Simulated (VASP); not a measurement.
# ZrO2 (Cubic zirconia) (Fm-3m) in VASP: a series of runs, part 2 of 2

VASP 6.6.1.

### Step 3. Relaxation of cell and atoms, PBEsol

This run uses another cell than the first one, of 11.16 Å³/atom, 1.031 times its volume.

The input, INCAR:

```
SYSTEM = ZrO2
ALGO = Normal
EDIFF = 1E-7
EDIFFG = -0.005
ENCUT = 600
GGA = PS
GGA_COMPAT = .False.
IBRION = 2
ISIF = 3
ISMEAR = 0
LASPH = .True.
LCHARG = .False.
LREAL = .False.
LWAVE = .False.
NELM = 120
NELMIN = 4
NSW = 70
PREC = Accurate
SIGMA = 0.02
```

The input, KPOINTS:

```
k-points
0
Gamma
  8 8 8
  0 0 0
```

The input, POSCAR:

```
ZrO2
1.0
    0.0000000000      2.5578982120      2.5578982120
    2.5578982120      0.0000000000      2.5578982120
    2.5578982120      2.5578982120      0.0000000000
Zr O
1 2
Direct
    0.0000000000      0.0000000000      0.0000000000
    0.2500000000      0.2500000000      0.2500000000
    0.7500000000      0.7500000000      0.7500000000
```

Potentials or basis: VASP PAW PBE potentials, release 64 (Zr_sv, O).

Launch:

```
$ cat potpaw_PBE.64/Zr_sv/POTCAR potpaw_PBE.64/O/POTCAR > POTCAR
$ mpirun -np 1 vasp_std > vasp.out
```

OUTCAR:

```text
SYSTEM = ZrO2
   EDIFF = 1E-7
   EDIFFG = -0.005
   ENCUT = 600
   GGA = PS
   IBRION = 2
   ISIF = 3
   ISMEAR = 0
   LASPH = .True.
   LREAL = .False.
   NELM = 120
   NELMIN = 4
   NSW = 70
   PREC = Accurate

 ion  position               nearest neighbor table
   1  0.000  0.000  0.000-   3 2.22   2 2.22   3 2.22   2 2.22   3 2.22   3 2.22   2 2.22   2 2.22

   2  0.250  0.250  0.250-   1 2.22   1 2.22   1 2.22   1 2.22
   3  0.750  0.750  0.750-   1 2.22   1 2.22   1 2.22   1 2.22

  LATTYP: Found a face centered cubic cell.
 ALAT       =     5.1157964240

  Lattice vectors:

 A1 = (   0.0000000000,   2.5578982120,   2.5578982120)
 A2 = (   2.5578982120,   0.0000000000,   2.5578982120)
 A3 = (   2.5578982120,   2.5578982120,   0.0000000000)

Analysis of symmetry for initial positions (statically):
=====================================================================
 Subroutine PRICEL returns:
 Original cell was already a primitive cell.

 Routine SETGRP: Setting up the symmetry group for a
 face centered cubic supercell.

 Subroutine GETGRP returns: Found 48 space group operations
 (whereof 48 operations were pure point group operations)
 out of a pool of 48 trial point group operations.

The static configuration has the point symmetry O_h .

Analysis of symmetry for dynamics (positions and initial velocities):
=====================================================================
 Subroutine PRICEL returns:
 Original cell was already a primitive cell.

 Routine SETGRP: Setting up the symmetry group for a
 face centered cubic supercell.

 Subroutine GETGRP returns: Found 48 space group operations
 (whereof 48 operations were pure point group operations)
 out of a pool of 48 trial point group operations.

The dynamic configuration has the point symmetry O_h .

 Subroutine INISYM returns: Found 48 space group operations
 (whereof 48 operations are pure point group operations),
 and found     1 'primitive' translations

----------------------------------------------------------------------------------------

                                     Primitive cell

  volume of cell :      33.4719

  direct lattice vectors                    reciprocal lattice vectors
     0.000000000  2.557898212  2.557898212    -0.195472985  0.195472985  0.195472985
     2.557898212  0.000000000  2.557898212     0.195472985 -0.195472985  0.195472985
     2.557898212  2.557898212  0.000000000     0.195472985  0.195472985 -0.195472985

  length of vectors
     3.617414343  3.617414343  3.617414343     0.338569142  0.338569142  0.338569142

  position of ions in fractional coordinates (direct lattice)
     0.000000000  0.000000000  0.000000000
     0.250000000  0.250000000  0.250000000
     0.750000000  0.750000000  0.750000000

  ion indices of the primitive-cell ions
   primitive index   ion index
                 1           1
                 2           2
                 3           3

----------------------------------------------------------------------------------------

 KPOINTS: k-points

[... 26 lines left out ...]
  0.250000  0.000000  0.000000      8.000000
  0.375000  0.000000  0.000000      8.000000
  0.500000  0.000000  0.000000      4.000000
  0.125000  0.125000  0.000000      6.000000
[... 16 lines left out ...]
  0.500000  0.250000  0.125000     48.000000
 -0.375000  0.250000  0.125000     24.000000
 [... further k-points ...]
   k-points           NKPTS =     29   k-points in BZ     NKDIM =     29   number of bands    NBANDS=     16
   number of dos      NEDOS =    301   number of ions     NIONS =      3
   total plane-waves  NPLWV =  27000
   dimension x,y,z NGX =    30 NGY =   30 NGZ =   30
   dimension x,y,z NGXF=    60 NGYF=   60 NGZF=   60
   ions per type =               1   2
   NGX,Y,Z   is equivalent  to a cutoff of  13.79, 13.79, 13.79 a.u.
   NGXF,Y,Z  is equivalent  to a cutoff of  27.57, 27.57, 27.57 a.u.
 SYSTEM =  ZrO2
   PREC   = accura    normal or accurate (medium, high low for compatibility)
   ISTART =      0    job   : 0-new  1-cont  2-samecut
   ICHARG =      2    charge: 1-file 2-atom 10-const
   ISPIN  =      1    spin polarized calculation?
   LNONCOLLINEAR =      F non collinear calculations
   LSORBIT =      F    spin-orbit coupling
   LASPH  =      T    aspherical Exc in radial PAW
   ENCUT  =  600.0 eV  44.10 Ry    6.64 a.u.   7.22  7.22  7.22*2*pi/ulx,y,z
   NELM   =    120;   NELMIN=  4; NELMDL= -5     # of ELM steps
   EDIFF  = 0.1E-06   stopping-criterion for ELM
   LREAL  =      F    real-space projection
   EDIFFG = -.5E-02   stopping-criterion for IOM
   NSW    =     70    number of steps for IOM
   IBRION =      2    ionic relax: 0-MD 1-quasi-New 2-CG
   NFREE  =      1    steps in history (QN), initial steepest desc. (CG)
   ISIF   =      3    stress and relaxation
   ISYM   =      2    0-nonsym 1-usesym 2-fastsym
   POTIM  = 0.5000    time-step for ionic-motion
   TEBEG  =    0.0;   TEEND  =   0.0 temperature during run
   PSTRESS=    0.0 pullay stress
   NELECT =      24.0000    total number of electrons
   NUPDOWN=      -1.0000    fix difference up-down
   EMIN   =  10.00;   EMAX   =-10.00  energy-range for DOS
   EFERMI =   0.00;   METHOD = LEGACY
   ISMEAR =     0;   SIGMA  =   0.02  broadening in eV -4-tet -1-fermi 0-gaus
   EFERMI_NEDOS =   21; number of points for ismear=-14 and -15
   IALGO  =     38    algorithm
   IMIX   =      4    mixing-type and parameters
     AMIX     =   0.40;   BMIX     =  1.00
     AMIX_MAG =   1.60;   BMIX_MAG =  1.00
  volume/ion in A,a.u.               =      11.16        75.29
  Fermi-wavevector in a.u.,A,eV,Ry     =   1.465273  2.768965 29.212063  2.147026
  Thomas-Fermi vector in A             =   2.581150
   LORBIT       =      0    0 simple, 1 ext, 2 COOP (PROOUT), +10 PAW based schemes
   GGA     = PS    functional components
   LHFCALC =     F    Hartree Fock is set to
   AEXX    =    0.0000 exact exchange contribution
   IVDW    =     0    specifies the selected vdW correction
   LEPSILON=     F    determine dielectric tensor
   LRPA    =     F    only Hartree local field effects (RPA)
 conjugate gradient relaxation of ions
 non-spin polarized calculation
 Gauss-broadening in eV      SIGMA  =   0.02
  energy-cutoff  :      600.00
  volume of cell :       33.47
 maximum number of plane-waves:      1139
 NGX is ok and might be reduce to    30
   NGX = 15   NGY = 15   NGZ = 15

--------------------------------------- Ionic step        1  -------------------------------------------

 number of electron      23.9999994 magnetization

 Free energy of the ion-electron system (eV)
  ---------------------------------------------------
  ext. energy  EPLUGINS =         0.00000000
  ---------------------------------------------------
  free energy    TOTEN  =       -29.91004682 eV

  energy without entropy =      -29.91004682  energy(sigma->0) =      -29.91004682

------------------------ aborting loop because EDIFF is reached ----------------------------------------

  FORCE on cell =-STRESS in cart. coord.  units (eV):
  Direction    XX          YY          ZZ          XY          YZ          ZX
  --------------------------------------------------------------------------------------
  -------------------------------------------------------------------------------------
  Total       -1.4767820     -1.4767820     -1.4767820      0.0000000      0.0000000     -0.0000000
  in kB      -70.6882454    -70.6882454    -70.6882454      0.0000000      0.0000000     -0.0000000
  external PRESSURE =     -70.6882454 kB  Pullay stress =       0.0000000 kB
[... 98 lines left out ...]
--------------------------------------- Ionic step        4  -------------------------------------------

 number of electron      23.9999997 magnetization

 Free energy of the ion-electron system (eV)
  ---------------------------------------------------
  ext. energy  EPLUGINS =         0.00000000
  ---------------------------------------------------
  free energy    TOTEN  =       -29.93215386 eV

  energy without entropy =      -29.93215386  energy(sigma->0) =      -29.93215386

 E-fermi :   7.5136     XC(G=0): -12.1359

 val. band max:        7.2541553391   @ k =   0.5000   0.5000   0.0000
 cond. band min:      10.5752213766   @ k =   0.0000   0.0000   0.0000
 fundamental gap:      3.3210660375
 Fermi energy:         7.5135569955

 k-point     1 :       0.0000    0.0000    0.0000
  band No.  band energies     occupation
      1     -40.6278      2.00000
      2     -18.4914      2.00000
      3     -18.4914      2.00000
      4     -18.4914      2.00000
      5     -10.9558      2.00000
      6      -8.2899      2.00000
[... 433 lines left out ...]
      3     -18.7937      2.00000
      4     -18.6115      2.00000
      5      -9.5408      2.00000
      6      -8.8755      2.00000
[... 8 lines left out ...]
     15      13.5292      0.00000
     16      14.7107      0.00000

 [... further k-points ...]
[... 5 lines left out ...]
  --------------------------------------------------------------------------------------
  -------------------------------------------------------------------------------------
  Total        0.0134204      0.0134204      0.0134204      0.0000000      0.0000000      0.0000000
  in kB        0.6618607      0.6618607      0.6618607      0.0000000      0.0000000      0.0000000
  external PRESSURE =       0.6618607 kB  Pullay stress =       0.0000000 kB
[... 18 lines left out ...]
  FREE ENERGIE OF THE ION-ELECTRON SYSTEM (eV)
  ---------------------------------------------------
  free  energy   TOTEN  =       -29.9321538571 eV

  energy  without entropy=      -29.9321538571  energy(sigma->0) =      -29.93215386

 reached required accuracy - stopping structural energy minimisation
```

OSZICAR:

```text
N       E                     dE             d eps       ncg     rms          rms(c)
DAV:   1     0.209723522625E+03    0.20972E+03   -0.15786E+04   928   0.172E+03
DAV:   2    -0.268578535833E+02   -0.23658E+03   -0.23147E+03  1208   0.409E+02
[... 40 lines left out ...]
DAV:   1    -0.299322042414E+02   -0.51313E-04   -0.16585E-03  1096   0.435E-01    0.825E-02
DAV:   2    -0.299321605705E+02    0.43671E-04   -0.14714E-04  1128   0.109E-01    0.312E-02
DAV:   3    -0.299321515105E+02    0.90601E-05   -0.36149E-05  1472   0.513E-02    0.625E-03
DAV:   4    -0.299321521267E+02   -0.61624E-06   -0.31558E-06  1400   0.134E-02    0.610E-03
DAV:   5    -0.299321530496E+02   -0.92286E-06   -0.35131E-07  1200   0.368E-03    0.299E-03
DAV:   6    -0.299321538562E+02   -0.80665E-06   -0.43959E-07  1336   0.408E-03    0.419E-04
DAV:   7    -0.299321538571E+02   -0.88130E-09   -0.14822E-08   472   0.102E-03
   4 F= -.29932154E+02 E0= -.29932154E+02  d E =-.221070E-01
```

CONTCAR:

```text
ZrO2
   1.00000000000000
     0.0000000000000000    2.5325607110029100    2.5325607110029100
     2.5325607110029100    0.0000000000000000    2.5325607110029100
     2.5325607110029100    2.5325607110029100   -0.0000000000000000
  Zr              O
     1     2
Direct
     1.0000000000000000    1.0000000000000000    1.0000000000000000
     0.2500000000000000    0.2500000000000000    0.2500000000000000
     0.7500000000000000    0.7500000000000000    0.7500000000000000

  0.00000000E+00  0.00000000E+00  0.00000000E+00
  0.00000000E+00  0.00000000E+00  0.00000000E+00
  0.00000000E+00  0.00000000E+00  0.00000000E+00
```

Run time: 2 min. Hardware: 1 thread of AMD EPYC 7R13, shared host; peak memory 0.16 GiB.

Results:

```
Free energy                            : -29.9322 eV
Relaxed volume                         : 10.83 Å³/atom
Relaxed cell                           : a = 3.582 Å, b = 3.582 Å, c = 3.582 Å, α = 60.00°, β = 60.00°, γ = 60.00°
Space group after relaxing (to 0.05 Å) : Fm-3m (No. 225)
Energy gained by relaxing              : 7.4 meV/atom
Ionic steps                            : 4
Pressure after relaxing                : 0.1 GPa
Band gap on the k mesh                 : 3.32 eV, indirect (least direct gap 3.76 eV)
```

Step by step:
```csv
step,energy change (eV),largest force (eV/Å),pressure (GPa),volume (Å³)
1,0.0000,0.0000,-7.07,33.47
2,0.0260,0.0000,11.84,31.14
3,-0.0221,0.0000,-0.08,32.51
4,-0.0221,0.0000,0.07,32.49
```

Final structure:
```
CELL_PARAMETERS angstrom
0.00000 2.53256 2.53256
2.53256 0.00000 2.53256
2.53256 2.53256 0.00000
ATOMIC_POSITIONS crystal
Zr 0.00000 0.00000 0.00000
O 0.25000 0.25000 0.25000
O 0.75000 0.75000 0.75000
```

Caveat: the PAW data sets were made with another functional, which shifts forces and pressure a little.
